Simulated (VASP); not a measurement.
Wanted: the native input for a VASP 6.6.1 run.

* Task: single point
* Functional: PBEsol
* Potentials or basis: VASP PAW PBE potentials, release 64 (Sn_d, Se)
* Cutoff: 520 eV
* k mesh: 6 × 6 × 6
* Occupations: gaussian, width 0.01 eV
* Spin: no spin polarisation
* Dipole correction: no
* Further INCAR settings: ALGO = Normal; EDIFF = 1e-06; NBANDS = 17

The structure of SnSe lies in POSCAR:

```
SnSe
1.0
    0.0000000000      3.0299343558      3.0299343558
    3.0299343558      0.0000000000      3.0299343558
    3.0299343558      3.0299343558      0.0000000000
Sn Se
1 1
Direct
    0.0000000000      0.0000000000      0.0000000000
    0.5000000000      0.5000000000      0.5000000000
```

These files were run (other wordings do the same):

INCAR

```
PREC     = Accurate       # precision mode
ENCUT    = 520            # plane-wave cutoff, eV
EDIFF    = 1E-6           # SCF threshold, eV
ISMEAR   = 0              # smearing method
SIGMA    = 0.01           # smearing width, eV
LREAL    = False          # projectors in reciprocal space
LASPH    = True           # aspherical terms in the spheres
NELM     = 80             # most SCF steps
ALGO     = Normal         # electronic algorithm
ISIF     = 2              # what is computed and relaxed
LWAVE    = False          # write WAVECAR
LCHARG   = False          # write CHGCAR
GGA      = PS             # functional
NBANDS   = 17             # bands
```

KPOINTS

```
regular mesh
0
Gamma
  6 6 6
```

Potentials or basis: VASP PAW PBE potentials, release 64 (Sn_d, Se).

Launch:

```sh
$ cat potpaw_PBE.64/Sn_d/POTCAR potpaw_PBE.64/Se/POTCAR > POTCAR
$ mpirun -np 1 vasp_std > vasp.out
```

It gave:

The pressure is -3.1 GPa. The band gap on the k mesh is 0.56 eV, direct.

Caveat: the PAW data sets were made with another functional, which shifts forces and pressure a little; spin-orbit coupling is left out, which moves the levels of the heavy elements.

Run time: 12 s on 1 thread of Intel Xeon 8259CL (shared host), peak memory 0.18 GiB.
